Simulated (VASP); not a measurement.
## Ba3SiS: relaxation of cell and atoms with PBE

Crystal: Ba3SiS.

```
CELL_PARAMETERS angstrom
5.93297 0.00000 0.00000
0.00000 5.93297 0.00000
0.00000 0.00000 5.93297
ATOMIC_POSITIONS crystal
Ba 0.50000 0.50000 0.00000
Ba 0.50000 0.00000 0.50000
Ba 0.00000 0.50000 0.50000
Si 0.00000 0.00000 0.00000
S 0.50000 0.50000 0.50000
```

The cell was built from a structure type or drawn by symmetry, and may not be a known phase.

```
Program                : VASP 6.6.1
Task                   : relaxation of cell and atoms
Functional             : PBE
Potentials or basis    : VASP PAW PBE potentials, release 64 (Ba_sv, Si, S)
Cutoff                 : 600 eV
k mesh                 : 6 × 6 × 6
Occupations            : gaussian, width 0.01 eV
Spin                   : no spin polarisation
Dipole correction      : no
Further INCAR settings : ALGO = Normal; EDIFF = 1e-07; IBRION = 2; EDIFFG = -0.01; NSW = 100; ISIF = 3
```

```
Relaxed volume                        : 42.70 Å³/atom
Relaxed cell                          : a = 5.977 Å, b = 5.977 Å, c = 5.977 Å, α = 90.00°, β = 90.00°, γ = 90.00°
Space group after relaxing (to 0.1 Å) : Pm-3m (No. 221)
Energy gained by relaxing             : 1.8 meV/atom
Ionic steps                           : 3
Pressure after relaxing               : 0.0 GPa
Band gap on the k mesh                : 0.05 eV (least direct gap 0.16 eV)
```

Step by step:
| step | energy change (eV) | largest force (eV/Å) | pressure (GPa) | volume (Å³) |
| --- | --- | --- | --- | --- |
| 1 | 0.0000 | 0.0000 | 0.63 | 208.84 |
| 2 | -0.0090 | 0.0000 | -0.04 | 213.84 |
| 3 | -0.0090 | 0.0000 | 0.00 | 213.52 |

Final structure:
```yaml
crystal:
  lattice:
    - [5.97696, 0.00000, 0.00000]
    - [0.00000, 5.97696, 0.00000]
    - [0.00000, 0.00000, 5.97696]
  atoms:
    - { symbol: Ba, position: [0.50000, 0.50000, 0.00000] }
    - { symbol: Ba, position: [0.50000, 0.00000, 0.50000] }
    - { symbol: Ba, position: [0.00000, 0.50000, 0.50000] }
    - { symbol: Si, position: [0.00000, 0.00000, 0.00000] }
    - { symbol: S, position: [0.50000, 0.50000, 0.50000] }
```

Levels at points of the mesh, in eV from the valence-band top:
| k point | band 18 | band 19 | band 20 | band 21 | band 22 | band 23 |
| --- | --- | --- | --- | --- | --- | --- |
| (0.00, 0.00, 0.00) | 0.00 | 0.00 | 0.00 | 0.23 | 0.23 | 0.29 |
| (0.50, 0.00, 0.00) | -1.47 | -0.32 | -0.32 | 0.25 | 1.28 | 1.36 |
| (0.50, 0.50, 0.00) | -0.84 | -0.84 | -0.50 | 1.41 | 1.41 | 1.80 |
| (0.50, 0.50, 0.50) | -0.18 | -0.18 | -0.18 | 1.07 | 1.07 | 1.07 |

Wall time 4.2 min on 1 thread of Intel(R) Xeon(R) Platinum 8259CL CPU @ 2.50GHz (Skylake/Cascade Lake), on a shared host, peak memory 0.42 GiB.

Caveat: spin-orbit coupling is left out, which moves the levels of the heavy elements. A k mesh can miss the band edges.
